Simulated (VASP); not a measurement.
A run of VASP 6.6.1 is set up as follows.

INCAR

```
SYSTEM = Ca
  ALGO = Normal
  EDIFF = 1E-6
  ENCUT = 520
  GGA = PS
  ISIF = 2
  ISMEAR = 0
  LASPH = .TRUE.
  LCHARG = .FALSE.
  LREAL = .FALSE.
  LWAVE = .FALSE.
  NBANDS = 11
  NELM = 60
  PREC = Accurate
  SIGMA = 0.15
```

Contents of KPOINTS:

```
k-points
0
G
  14 14 14
  0 0 0
```

The input POSCAR:

```
Ca
1.0
    0.0000000000      2.8361130000      2.7103740000
    2.8361130000      0.0000000000      2.7103740000
    2.8361130000      2.8361130000      0.0000000000
Ca
1
Direct
    0.0000000000      0.0000000000      0.0000000000
```

Potentials or basis: VASP PAW PBE potentials, release 64 (Ca_sv).

The run is started by

```sh
$ cat potpaw_PBE.64/Ca_sv/POTCAR > POTCAR
$ mpirun -np 1 vasp_std > vasp.out
```

Problem. Predict the band gap on the k mesh.

Solution. Zero (band 5 reaches 1.95 eV, above the bottom of band 6 at 1.59 eV).

Problem. What does it give for the pressure?

Solution. -1.2 GPa.

Stress tensor (GPa, compression positive):
```
-1.25  0.00  0.00
 0.00 -1.25  0.00
 0.00  0.00 -0.98
```

Caveat: the cell differs from its parent crystal (strain +0.015 along x and y, -0.030 along z); the PAW data sets were made with another functional, which shifts forces and pressure a little.
